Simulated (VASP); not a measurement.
A run of VASP 6.6.1 is set up as follows.

INCAR

```
PREC = Accurate ; ENCUT = 520
EDIFF = 1E-7 ; ISMEAR = 0
SIGMA = 0.01 ; LREAL = False
LASPH = True ; NELM = 100
ALGO = Normal ; ISIF = 2
LWAVE = False ; LCHARG = True
GGA = PE ; LELF = True
LVHAR = True ; NBANDS = 16
```

KPOINTS

```
regular mesh
0
Gamma
  6 6 4
```

Contents of POSCAR:

```
AlN
1.0
    3.1123100000     -0.0547700000     -0.0638500000
   -1.6035900000      2.7364600000      0.0347400000
   -0.1021600000      0.0052000000      4.8832600000
Al N
2 2
Direct
    0.3322200000      0.6614300000      0.9991100000
    0.6747900000      0.3365700000      0.5008300000
    0.3327400000      0.6623700000      0.3821700000
    0.6583600000      0.3304500000      0.8792000000
```

Potentials or basis: VASP PAW PBE potentials, release 64 (Al, N).

Run with:

```console
$ cat potpaw_PBE.64/Al/POTCAR potpaw_PBE.64/N/POTCAR > POTCAR
$ mpirun -np 1 vasp_std > vasp.out
```

Problem. Estimate the largest force.

Solution. 0.756 eV/Å.

Problem. Predict the band gap on the k mesh.

Solution. 4.19 eV, direct.

Forces in eV/Å, atoms in the order of the input:
```
Al   0.208  0.179 -0.221
Al  -0.382 -0.367 -0.540
N    0.355  0.348  0.169
N   -0.180 -0.160  0.591
```

A hybrid or GW would open this gap; PBE tends to underestimate it.
